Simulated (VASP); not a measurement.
# AlGa2P3 (I-4m2) in VASP: further runs, part 2 of 2

VASP 6.6.1.

### 3 Single point, PBE

This run uses another cell than the first one, of 20.88 Å³/atom.

File INCAR:

```
PREC = Accurate
ENCUT = 520
EDIFF = 1E-7
ISMEAR = 0
SIGMA = 0.02
LREAL = F
LASPH = T
NELM = 60
ALGO = Normal
ISIF = 2
LWAVE = F
LCHARG = F
GGA = PE
NBANDS = 31
```

File KPOINTS:

```
regular mesh
0
Gamma
  10 10 10
```

File POSCAR:

```
AlGa2P3
1.0
   -1.9473321059      1.9473321059      8.2576618079
    1.9473321059     -1.9473321059      8.2576618079
    1.9473321059      1.9473321059     -8.2576618079
Al Ga P
1 2 3
Direct
    0.0000000000      0.0000000000      0.0000000000
    0.6666747586      0.6666747586      0.0000000000
    0.3333252414      0.3333252414      0.0000000000
    0.2500000000      0.7500000000      0.5000000000
    0.9170358353      0.4170358353      0.5000000000
    0.5829641647      0.0829641647      0.5000000000
```

Potentials or basis: VASP PAW PBE potentials, release 64 (Al, Ga_d, P).

The run is started by

```bash
$ cat potpaw_PBE.64/Al/POTCAR potpaw_PBE.64/Ga_d/POTCAR potpaw_PBE.64/P/POTCAR > POTCAR
$ mpirun -np 1 vasp_std > vasp.out
```

OUTCAR:

```text
PREC = Accurate
   ENCUT = 520
   EDIFF = 1E-7
   ISMEAR = 0
   LREAL = F
   LASPH = T
   NELM = 60
   ISIF = 2
   GGA = PE

 ion  position               nearest neighbor table
   1  0.000  0.000  0.000-   6 2.38   5 2.38   6 2.38   5 2.38
   2  0.667  0.667  0.000-   4 2.38   4 2.38   6 2.39   6 2.39
   3  0.333  0.333  0.000-   4 2.38   4 2.38   5 2.39   5 2.39
   4  0.250  0.750  0.500-   3 2.38   2 2.38   3 2.38   2 2.38
   5  0.917  0.417  0.500-   1 2.38   1 2.38   3 2.39   3 2.39
   6  0.583  0.083  0.500-   1 2.38   1 2.38   2 2.39   2 2.39

  LATTYP: Found a body centered tetragonal cell.
 ALAT       =     3.8946642118
 C/A-ratio  =     4.2405000066

  Lattice vectors:

 A1 = (  -1.9473321059,   1.9473321059,   8.2576618079)
 A2 = (   1.9473321059,  -1.9473321059,   8.2576618079)
 A3 = (   1.9473321059,   1.9473321059,  -8.2576618079)

Analysis of symmetry for initial positions (statically):
=====================================================================
 Subroutine PRICEL returns:
 Original cell was already a primitive cell.

 Routine SETGRP: Setting up the symmetry group for a
 body centered tetragonal supercell.

 Subroutine GETGRP returns: Found  8 space group operations
 (whereof  8 operations were pure point group operations)
 out of a pool of 16 trial point group operations.

The static configuration has the point symmetry D_2d.

Analysis of symmetry for dynamics (positions and initial velocities):
=====================================================================
 Subroutine PRICEL returns:
 Original cell was already a primitive cell.

 Routine SETGRP: Setting up the symmetry group for a
 body centered tetragonal supercell.

 Subroutine GETGRP returns: Found  8 space group operations
 (whereof  8 operations were pure point group operations)
 out of a pool of 16 trial point group operations.

The dynamic configuration has the point symmetry D_2d.
[... 122 lines left out ...]
   ISMEAR =     0;   SIGMA  =   0.02  broadening in eV -4-tet -1-fermi 0-gaus
   EFERMI_NEDOS =   21; number of points for ismear=-14 and -15
   IALGO  =     38    algorithm
   IMIX   =      4    mixing-type and parameters
     AMIX     =   0.40;   BMIX     =  1.00
     AMIX_MAG =   1.60;   BMIX_MAG =  1.00
  volume/ion in A,a.u.               =      20.88       140.88
  Fermi-wavevector in a.u.,A,eV,Ry     =   1.155119  2.182858 18.154248  1.334300
  Thomas-Fermi vector in A             =   2.291750
   LORBIT       =      0    0 simple, 1 ext, 2 COOP (PROOUT), +10 PAW based schemes
   GGA     = PE    functional components
   LHFCALC =     F    Hartree Fock is set to
   AEXX    =    0.0000 exact exchange contribution
   IVDW    =     0    specifies the selected vdW correction
   LEPSILON=     F    determine dielectric tensor
   LRPA    =     F    only Hartree local field effects (RPA)
 non-spin polarized calculation
 Gauss-broadening in eV      SIGMA  =   0.02
  energy-cutoff  :      520.00
  volume of cell :      125.26
 maximum number of plane-waves:      3410
 NGX is ok and might be reduce to    70
   NGX = 33   NGY = 33   NGZ = 33

 number of electron      44.0000000 magnetization

 Free energy of the ion-electron system (eV)
  ---------------------------------------------------
  ext. energy  EPLUGINS =         0.00000000
  ---------------------------------------------------
  free energy    TOTEN  =       -28.62068399 eV

  energy without entropy =      -28.62068399  energy(sigma->0) =      -28.62068399

 E-fermi :   4.4296     XC(G=0):  -9.4990

 val. band max:        4.3421188849   @ k =   0.0000   0.0000   0.0000
 cond. band min:       6.0158502897   @ k =   0.5000   0.5000  -0.0000
 fundamental gap:      1.6737314048
 Fermi energy:         4.4296350830

 k-point     1 :       0.0000    0.0000    0.0000
  band No.  band energies     occupation
      1     -10.1063      2.00000
      2     -10.0513      2.00000
      3     -10.0104      2.00000
      4     -10.0104      2.00000
      5      -9.9812      2.00000
      6      -9.9812      2.00000
[... 805 lines left out ...]
     30      10.7438      0.00000
     31      11.4850      0.00000

 [... further k-points ...]
[... 5 lines left out ...]
  --------------------------------------------------------------------------------------
  -------------------------------------------------------------------------------------
  Total       -0.0121037     -0.0121037     -0.0308527      0.0000000     -0.0000000      0.0000000
  in kB       -0.1548222     -0.1548222     -0.3946444      0.0000000     -0.0000000      0.0000000
  external PRESSURE =      -0.2347629 kB  Pullay stress =       0.0000000 kB

 VOLUME and BASIS-vectors are now :
 -----------------------------------------------------------------------------
  energy-cutoff  :      520.00
  volume of cell :      125.26
      direct lattice vectors                 reciprocal lattice vectors
    -1.947332106  1.947332106  8.257661808     0.000000000  0.256761545  0.060549828
     1.947332106 -1.947332106  8.257661808     0.256761545  0.000000000  0.060549828
     1.947332106  1.947332106 -8.257661808     0.256761545  0.256761545  0.000000000

 POSITION                                       TOTAL-FORCE (eV/Angst)
 -----------------------------------------------------------------------------------
      0.00000      0.00000      0.00000         0.000000      0.000000      0.000000
      0.00000      0.00000     11.01035         0.000000      0.000000      0.000176
      0.00000      0.00000      5.50497         0.000000      0.000000     -0.000176
      1.94733      0.00000      4.12883         0.000000      0.000000      0.000000
      0.00000      1.94733      6.88748        -0.000000     -0.000000      0.004703
      0.00000      1.94733      1.37018         0.000000      0.000000     -0.004703
 -----------------------------------------------------------------------------------
    total drift:                                0.000001     -0.000001      0.000000

  FREE ENERGIE OF THE ION-ELECTRON SYSTEM (eV)
  ---------------------------------------------------
  free  energy   TOTEN  =       -28.6206839944 eV

  energy  without entropy=      -28.6206839944  energy(sigma->0) =      -28.62068399
```

OSZICAR:

```text
N       E                     dE             d eps       ncg     rms          rms(c)
DAV:   1     0.320674835412E+03    0.32067E+03   -0.19388E+04  6634   0.178E+03
DAV:   2     0.129296117098E+02   -0.30775E+03   -0.29249E+03  7029   0.467E+02
DAV:   3    -0.275771930847E+02   -0.40507E+02   -0.39632E+02  7452   0.126E+02
DAV:   4    -0.294445915658E+02   -0.18674E+01   -0.18603E+01  8267   0.285E+01
DAV:   5    -0.294977059195E+02   -0.53114E-01   -0.53093E-01  8360   0.440E+00    0.734E+00
DAV:   6    -0.286965217092E+02    0.80118E+00   -0.14085E+00  9220   0.134E+01    0.451E+00
DAV:   7    -0.286209257701E+02    0.75596E-01   -0.74678E-01  7591   0.362E+00    0.190E+00
DAV:   8    -0.286202478155E+02    0.67795E-03   -0.10248E-01  8211   0.352E+00    0.323E-01
DAV:   9    -0.286201238061E+02    0.12401E-03   -0.12889E-02  9406   0.166E+00    0.103E-01
DAV:  10    -0.286204454672E+02   -0.32166E-03   -0.13329E-03  7503   0.245E-01    0.671E-02
DAV:  11    -0.286206760116E+02   -0.23054E-03   -0.31957E-04  8585   0.866E-02    0.324E-02
DAV:  12    -0.286206806111E+02   -0.45996E-05   -0.15519E-05  9390   0.393E-02    0.165E-02
DAV:  13    -0.286206836216E+02   -0.30105E-05   -0.72910E-06  7571   0.144E-02    0.619E-03
DAV:  14    -0.286206838362E+02   -0.21458E-06   -0.82916E-07  8194   0.665E-03    0.223E-03
DAV:  15    -0.286206839369E+02   -0.10064E-06   -0.95269E-08  5599   0.181E-03    0.116E-03
DAV:  16    -0.286206839944E+02   -0.57525E-07   -0.61242E-08  5141   0.286E-03
   1 F= -.28620684E+02 E0= -.28620684E+02  d E =-.109073E-12
```

It took 16 min on 1 thread of Intel Xeon 6975P-C (Granite Rapids), shared host; peak memory 0.9 GiB.

What came out:

| Quantity | Value |
| --- | --- |
| Free energy | -28.6207 eV |
| Pressure | 0.0 GPa |
| Largest force | 0.005 eV/Å |
| Band gap on the k mesh | 1.67 eV (least direct gap 1.78 eV) |

Forces in eV/Å, atoms in the order of the input:
```
Al   0.000  0.000  0.000
Ga   0.000  0.000  0.000
Ga   0.000  0.000  0.000
P    0.000  0.000  0.000
P    0.000  0.000  0.005
P    0.000  0.000 -0.005
```

Levels at points of the mesh, in eV from the valence-band top:
```csv
k point,band 19,band 20,band 21,band 22,band 23,band 24,band 25,band 26
"(0.00, 0.00, 0.00)",-1.93,-0.03,0.00,0.00,1.78,1.82,2.34,2.98
"(0.50, 0.00, 0.00)",-1.07,-1.00,-0.96,-0.94,1.88,3.03,3.36,4.70
"(0.50, 0.50, 0.00)",-2.96,-2.93,-2.40,-2.40,1.67,1.98,3.28,3.60
"(0.50, 0.50, 0.50)",-0.98,-0.98,-0.77,-0.77,1.68,2.00,2.88,3.17
```
